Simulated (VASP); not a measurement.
# MnO (Fm-3m) in VASP: further runs

MnO is run at these levels: revPBE, LDA, PBE+D3(BJ), PBEsol+D4; tasks: single point.

Everything below comes from runs of VASP 6.6.1. Logs are shortened: lines on timing, memory, paths and dates and some standing lists are left out, and cuts for length are marked.

## (1) The cell of the first run

It takes space group Fm-3m (No. 225, cubic). Conventional cell: a = 4.418 Å, b = 4.418 Å, c = 4.418 Å, α = 90.00°, β = 90.00°, γ = 90.00°. Within 2.9 Å of Mn (site symmetry m-3m) lie 6 O at 2.21 Å. O (site symmetry m-3m) has 6 Mn at 2.21 Å within 2.9 Å.

## (2) Single point, revPBE, collinear spin, ferromagnetic start

INCAR

```
SYSTEM = MnO
  PREC = Accurate
  ENCUT = 520
  EDIFF = 1E-6
  ISMEAR = -1
  SIGMA = 0.05
  LREAL = .False.
  LASPH = .True.
  NELM = 150
  ALGO = Normal
  ISIF = 2
  LWAVE = .False.
  LCHARG = .False.
  ISPIN = 2
  MAGMOM = 4 0
  LORBIT = 11
  LMAXMIX = 4
  GGA = RE
  NBANDS = 20
```

KPOINTS

```
Automatic mesh
0
Gamma
  10 10 10
  0 0 0
```

POSCAR

```
MnO
1.0
    0.0000000000      2.2089816980      2.2089816980
    2.2089816980      0.0000000000      2.2089816980
    2.2089816980      2.2089816980      0.0000000000
Mn O
1 1
Direct
    0.0000000000      0.0000000000      0.0000000000
    0.5000000000      0.5000000000      0.5000000000
```

Potentials or basis: VASP PAW PBE potentials, release 64 (Mn_pv, O).

Command:

```bash
$ cat potpaw_PBE.64/Mn_pv/POTCAR potpaw_PBE.64/O/POTCAR > POTCAR
$ mpirun -np 1 vasp_std > vasp.out
```

OUTCAR:

```text
SYSTEM = MnO
   PREC = Accurate
   ENCUT = 520
   EDIFF = 1E-6
   ISMEAR = -1
   LREAL = .False.
   LASPH = .True.
   NELM = 150
   ISIF = 2
   ISPIN = 2
   LORBIT = 11
   GGA = RE

 ion  position               nearest neighbor table
   1  0.000  0.000  0.000-   2 2.21   2 2.21   2 2.21   2 2.21   2 2.21   2 2.21
   2  0.500  0.500  0.500-   1 2.21   1 2.21   1 2.21   1 2.21   1 2.21   1 2.21

  LATTYP: Found a face centered cubic cell.
 ALAT       =     4.4179633960

  Lattice vectors:

 A1 = (   0.0000000000,   2.2089816980,   2.2089816980)
 A2 = (   2.2089816980,   0.0000000000,   2.2089816980)
 A3 = (   2.2089816980,   2.2089816980,   0.0000000000)

Analysis of symmetry for initial positions (statically):
=====================================================================
 Subroutine PRICEL returns:
 Original cell was already a primitive cell.

 Routine SETGRP: Setting up the symmetry group for a
 face centered cubic supercell.

 Subroutine GETGRP returns: Found 48 space group operations
 (whereof 48 operations were pure point group operations)
 out of a pool of 48 trial point group operations.

The static configuration has the point symmetry O_h .

Analysis of symmetry for dynamics (positions and initial velocities):
=====================================================================
 Subroutine PRICEL returns:
 Original cell was already a primitive cell.

 Routine SETGRP: Setting up the symmetry group for a
 face centered cubic supercell.

 Subroutine GETGRP returns: Found 48 space group operations
 (whereof 48 operations were pure point group operations)
 out of a pool of 48 trial point group operations.

The dynamic configuration has the point symmetry O_h .

Analysis of structural, dynamic, and magnetic symmetry:
=====================================================================
 Subroutine PRICEL returns:
 Original cell was already a primitive cell.

 Routine SETGRP: Setting up the symmetry group for a
 face centered cubic supercell.

 Subroutine GETGRP returns: Found 48 space group operations
 (whereof 48 operations were pure point group operations)
 out of a pool of 48 trial point group operations.

The overall configuration has the point symmetry O_h .

 Subroutine INISYM returns: Found 48 space group operations
 (whereof 48 operations are pure point group operations),
 and found     1 'primitive' translations

----------------------------------------------------------------------------------------

                                     Primitive cell

  volume of cell :      21.5579

  direct lattice vectors                    reciprocal lattice vectors
     0.000000000  2.208981698  2.208981698    -0.226348639  0.226348639  0.226348639
     2.208981698  0.000000000  2.208981698     0.226348639 -0.226348639  0.226348639
     2.208981698  2.208981698  0.000000000     0.226348639  0.226348639 -0.226348639

  length of vectors
     3.123971876  3.123971876  3.123971876     0.392047342  0.392047342  0.392047342

  position of ions in fractional coordinates (direct lattice)
     0.000000000  0.000000000  0.000000000
     0.500000000  0.500000000  0.500000000

  ion indices of the primitive-cell ions
   primitive index   ion index
                 1           1
                 2           2

----------------------------------------------------------------------------------------

 KPOINTS: Automatic mesh

Automatic generation of k-mesh.
 Grid dimensions read from file:
 generate k-points for:   10   10   10

 Generating k-lattice:

  Cartesian coordinates                     Fractional coordinates (reciprocal lattice)
    -0.022634864  0.022634864  0.022634864     0.100000000  0.000000000  0.000000000
     0.022634864 -0.022634864  0.022634864     0.000000000  0.100000000  0.000000000
     0.022634864  0.022634864 -0.022634864     0.000000000  0.000000000  0.100000000

  Length of vectors
     0.039204734  0.039204734  0.039204734

  Shift w.r.t. Gamma in fractional coordinates (k-lattice)
     0.000000000  0.000000000  0.000000000

 Subroutine IBZKPT returns following result:
 ===========================================

 Found     47 irreducible k-points:

 Following reciprocal coordinates:
            Coordinates               Weight
  0.000000  0.000000  0.000000      1.000000
  0.100000  0.000000  0.000000      8.000000
  0.200000  0.000000  0.000000      8.000000
  0.300000  0.000000  0.000000      8.000000
  0.400000  0.000000  0.000000      8.000000
  0.500000  0.000000  0.000000      4.000000
[... 16 lines left out ...]
  0.300000  0.300000  0.000000      6.000000
  0.400000  0.300000  0.000000     24.000000
 [... further k-points ...]
   k-points           NKPTS =     47   k-points in BZ     NKDIM =     47   number of bands    NBANDS=     20
   number of dos      NEDOS =    301   number of ions     NIONS =      2
   total plane-waves  NPLWV =  13824
   dimension x,y,z NGX =    24 NGY =   24 NGZ =   24
   dimension x,y,z NGXF=    48 NGYF=   48 NGZF=   48
   ions per type =               1   1
   NGX,Y,Z   is equivalent  to a cutoff of  12.77, 12.77, 12.77 a.u.
   NGXF,Y,Z  is equivalent  to a cutoff of  25.54, 25.54, 25.54 a.u.
 SYSTEM =  MnO
   PREC   = accura    normal or accurate (medium, high low for compatibility)
   ISTART =      0    job   : 0-new  1-cont  2-samecut
   ICHARG =      2    charge: 1-file 2-atom 10-const
   ISPIN  =      2    spin polarized calculation?
   LNONCOLLINEAR =      F non collinear calculations
   LSORBIT =      F    spin-orbit coupling
   LASPH  =      T    aspherical Exc in radial PAW
   ENCUT  =  520.0 eV  38.22 Ry    6.18 a.u.   5.81  5.81  5.81*2*pi/ulx,y,z
   NELM   =    150;   NELMIN=  2; NELMDL= -5     # of ELM steps
   EDIFF  = 0.1E-05   stopping-criterion for ELM
   LREAL  =      F    real-space projection
   EDIFFG = 0.1E-04   stopping-criterion for IOM
   NSW    =      0    number of steps for IOM
   IBRION =     -1    ionic relax: 0-MD 1-quasi-New 2-CG
   NFREE  =      0    steps in history (QN), initial steepest desc. (CG)
   ISIF   =      2    stress and relaxation
   ISYM   =      2    0-nonsym 1-usesym 2-fastsym
   POTIM  = 0.5000    time-step for ionic-motion
   TEBEG  =    0.0;   TEEND  =   0.0 temperature during run
   PSTRESS=    0.0 pullay stress
   NELECT =      19.0000    total number of electrons
   NUPDOWN=      -1.0000    fix difference up-down
   EMIN   =  10.00;   EMAX   =-10.00  energy-range for DOS
   EFERMI =   0.00;   METHOD = LEGACY
   ISMEAR =    -1;   SIGMA  =   0.05  broadening in eV -4-tet -1-fermi 0-gaus
   EFERMI_NEDOS =   21; number of points for ismear=-14 and -15
   IALGO  =     38    algorithm
   IMIX   =      4    mixing-type and parameters
     AMIX     =   0.40;   BMIX     =  1.00
     AMIX_MAG =   1.60;   BMIX_MAG =  1.00
  volume/ion in A,a.u.               =      10.78        72.74
  Fermi-wavevector in a.u.,A,eV,Ry     =   1.569606  2.966125 33.520159  2.463662
  Thomas-Fermi vector in A             =   2.671463
   LORBIT       =     11    0 simple, 1 ext, 2 COOP (PROOUT), +10 PAW based schemes
   GGA     = RE    functional components
   LHFCALC =     F    Hartree Fock is set to
   AEXX    =    0.0000 exact exchange contribution
   IVDW    =     0    specifies the selected vdW correction
   LEPSILON=     F    determine dielectric tensor
   LRPA    =     F    only Hartree local field effects (RPA)
 spin polarized calculation
  energy-cutoff  :      520.00
  volume of cell :       21.56
 maximum number of plane-waves:       589
   NGX = 11   NGY = 11   NGZ = 11

 number of electron      18.9999996 magnetization       4.7918484

 Free energy of the ion-electron system (eV)
  ---------------------------------------------------
  ext. energy  EPLUGINS =         0.00000000
  ---------------------------------------------------
  free energy    TOTEN  =       -15.78458337 eV

  energy without entropy =      -15.77758630  energy(sigma->0) =      -15.78108483

 E-fermi :   7.9283     XC(G=0): -11.8077

 val. band max:        7.9161495598   @ k =   0.5000   0.1000   0.0000
 cond. band min:       7.9363025280   @ k =   0.4000   0.0000   0.0000
 fundamental gap:      0.0201529682
 Fermi energy:         7.9282815023

 spin component 1

 k-point     1 :       0.0000    0.0000    0.0000
  band No.  band energies     occupation
      1     -42.5423      1.00000
      2     -42.5423      1.00000
      3     -42.5423      1.00000
      4     -12.5832      1.00000
      5       4.0829      1.00000
      6       4.0829      1.00000
[... 12 lines left out ...]
     19      28.0104      0.00000
     20      28.0104      0.00000
[... 507 lines left out ...]
 k-point    24 :       0.4000    0.3000    0.0000
  band No.  band energies     occupation
      1     -42.5926      1.00000
      2     -42.5636      1.00000
      3     -42.5616      1.00000
      4     -11.7360      1.00000
      5       0.6068      1.00000
      6       2.5293      1.00000
[... 12 lines left out ...]
     19      32.9631      0.00000
     20      34.6485      0.00000

 [... further k-points ...]

 spin component 2

 k-point     1 :       0.0000    0.0000    0.0000
  band No.  band energies     occupation
      1     -37.8261      1.00000
      2     -37.8261      1.00000
      3     -37.8261      1.00000
      4     -12.1324      1.00000
      5       4.4730      1.00000
      6       4.4730      1.00000
[... 12 lines left out ...]
     19      30.5367      0.00000
     20      30.5367      0.00000
[... 507 lines left out ...]
 k-point    24 :       0.4000    0.3000    0.0000
  band No.  band energies     occupation
      1     -37.8888      1.00000
      2     -37.8522      1.00000
      3     -37.8497      1.00000
      4     -11.3086      1.00000
      5       1.4074      1.00000
      6       3.3253      1.00000
[... 12 lines left out ...]
     19      34.0116      0.00000
     20      35.7341      0.00000

 [... further k-points ...]

------------------------ aborting loop because EDIFF is reached ----------------------------------------

  FORCE on cell =-STRESS in cart. coord.  units (eV):
  Direction    XX          YY          ZZ          XY          YZ          ZX
  --------------------------------------------------------------------------------------
  -------------------------------------------------------------------------------------
  Total        0.9986904      0.9986904      0.9986904      0.0000000     -0.0000000      0.0000000
  in kB       74.2224168     74.2224168     74.2224168      0.0000000     -0.0000000      0.0000000
  external PRESSURE =      74.2224168 kB  Pullay stress =       0.0000000 kB

 VOLUME and BASIS-vectors are now :
 -----------------------------------------------------------------------------
  energy-cutoff  :      520.00
  volume of cell :       21.56
      direct lattice vectors                 reciprocal lattice vectors
     0.000000000  2.208981698  2.208981698    -0.226348639  0.226348639  0.226348639
     2.208981698  0.000000000  2.208981698     0.226348639 -0.226348639  0.226348639
     2.208981698  2.208981698  0.000000000     0.226348639  0.226348639 -0.226348639

 POSITION                                       TOTAL-FORCE (eV/Angst)
 -----------------------------------------------------------------------------------
      0.00000      0.00000      0.00000         0.000000      0.000000      0.000000
      2.20898      2.20898      2.20898        -0.000000     -0.000000      0.000000
 -----------------------------------------------------------------------------------
    total drift:                                0.000000     -0.000000     -0.000000

  FREE ENERGIE OF THE ION-ELECTRON SYSTEM (eV)
  ---------------------------------------------------
  free  energy   TOTEN  =       -15.7845833669 eV

  energy  without entropy=      -15.7775863002  energy(sigma->0) =      -15.78108483

 total charge

# of ion       s       p       d       tot
------------------------------------------
    1        0.203   6.181   4.981  11.365
    2        1.564   3.434   0.000   4.998
--------------------------------------------------
tot          1.768   9.615   4.981  16.363

 magnetization (x)

# of ion       s       p       d       tot
------------------------------------------
    1        0.034   0.028   4.291   4.352
    2        0.030   0.173   0.000   0.203
--------------------------------------------------
tot          0.064   0.200   4.291   4.555
```

Wall time 52 s (1 thread of Intel Xeon 8259CL, shared host); peak memory 0.16 GiB.

What came out:

- Free energy: -15.7846 eV
- Pressure: 7.4 GPa
- Net moment: 4.79 μB per cell
- Site moments: Mn +4.35; O +0.20 μB
- Valence electrons inside the program's atomic spheres: Mn 11.37; O 5.00

Levels at points of the mesh, in eV from the Fermi level:
Spin up:
```csv
k point,band 10,band 11,band 12,band 13,band 14,band 15
"(0.00, 0.00, 0.00)",-3.31,-2.76,-2.76,-0.47,13.98,16.46
"(0.50, 0.00, 0.00)",-1.93,0.21,0.21,3.49,7.90,12.01
"(0.50, 0.50, 0.00)",-2.10,-2.10,-1.95,5.15,7.92,10.47
```
Spin down:
```csv
k point,band 3,band 4,band 5,band 6,band 7,band 8,band 9,band 10,band 11,band 12
"(0.00, 0.00, 0.00)",-45.75,-20.06,-3.46,-3.46,-3.46,0.78,0.78,0.78,0.95,1.41
"(0.50, 0.00, 0.00)",-45.76,-19.08,-7.50,-4.97,-4.97,1.99,2.04,2.04,3.73,3.73
"(0.50, 0.50, 0.00)",-45.79,-19.12,-6.55,-4.44,-4.44,-0.84,2.01,2.24,2.48,2.48
```

Caveat: the cell stands under pressure; the PAW data sets were made with another functional, which shifts forces and pressure a little; a cell with one magnetic atom can't hold antiferromagnetic order, which such compounds often take; semilocal functionals often make such compounds metallic where correlation or magnetic order opens a gap, which also shifts bond lengths. With open d or f shells a metallic result of revPBE can be an artefact of self-interaction; +U or a hybrid may open a gap.

[end of part 1 of 3]
